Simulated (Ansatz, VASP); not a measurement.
## Eu: VASP beside Ansatz

```xyz
1
Lattice="-2.2719 2.2719 2.2719 2.2719 -2.2719 2.2719 2.2719 2.2719 -2.2719" Properties=species:S:1:pos:R:3 pbc="T T T"
Eu    0.0000    0.0000    0.0000
```

Alike in both runs: task single point; functional r2SCAN; k mesh 8 × 8 × 8; occupations fermi-dirac, width 0.05 eV; collinear spin.

```csv
,VASP,Ansatz
version,VASP 6.6.1,Ansatz 0.2.0
potentials or method,"VASP PAW PBE potentials, release 64 (Eu)",Ansatz PAW
plane-wave cutoff (eV),520,500
valence electrons in the cell,17,17
```

VASP gave:

- gap on the k mesh at the Fermi level (eV): none
- pressure (GPa): -1.1
- net moment per atom (μB): 7.76
- size of the moment on the site where the two differ most (μB): 6.70

Task: Estimate Ansatz's values.

Result: gap on the k mesh at the Fermi level (eV): none; pressure (GPa): -0.8; net moment per atom (μB): 7.77; size of the moment on the site where the two differ most (μB): 7.28.

VASP's potentials were made for PBE, not for r2SCAN. Site moments also hang on the region over which each program counts them. A gap of «none» marks a metal or a gap that the smearing closes.

Neither program's run includes spin-orbit coupling. Noted on Ansatz's run: the magnetic or orbital state may not be the lowest.
